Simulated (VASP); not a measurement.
Here is a VASP 6.6.1 calculation.

INCAR

```
SYSTEM = Ge
ALGO = Normal
EDIFF = 1E-6
ENCUT = 520
GGA = PE
ISIF = 2
ISMEAR = -1
LASPH = .True.
LCHARG = .True.
LELF = .True.
LREAL = .False.
LVHAR = .True.
LWAVE = .False.
NBANDS = 36
NELM = 80
PREC = Accurate
SIGMA = 0.06
```

The input KPOINTS:

```
k-points
0
Gamma
  6 6 3
  0 0 0
```

Contents of POSCAR:

```
Ge
1.0
    3.9975858431      0.0000000000      0.0000000000
   -1.9987929216      3.4620108940      0.0000000000
    0.0000000000      0.0000000000      6.5993779500
Ge
4
Direct
    0.3267260000      0.6380710000      0.9339790000
    0.6898610000      0.3458880000      0.4303330000
    0.3260690000      0.6630860000      0.5680680000
    0.6945560000      0.3747200000      0.0795210000
```

Potentials or basis: VASP PAW PBE potentials, release 64 (Ge_d).

The run is started by

```console
$ cat potpaw_PBE.64/Ge_d/POTCAR > POTCAR
$ mpirun -np 1 vasp_std > vasp.out
```

Task: Estimate the pressure.

Result: 4.2 GPa.

Task: Predict the largest force.

Result: 2.110 eV/Å.

Stress tensor (GPa, compression positive):
```
 5.37  1.29  1.21
 1.29 -1.06 -1.26
 1.21 -1.26  8.34
```

Caveat: the cell differs from its parent crystal (atoms moved at random); forces of over 1 eV/Å act on the atoms, so gaps and moduli don't describe the material at rest.
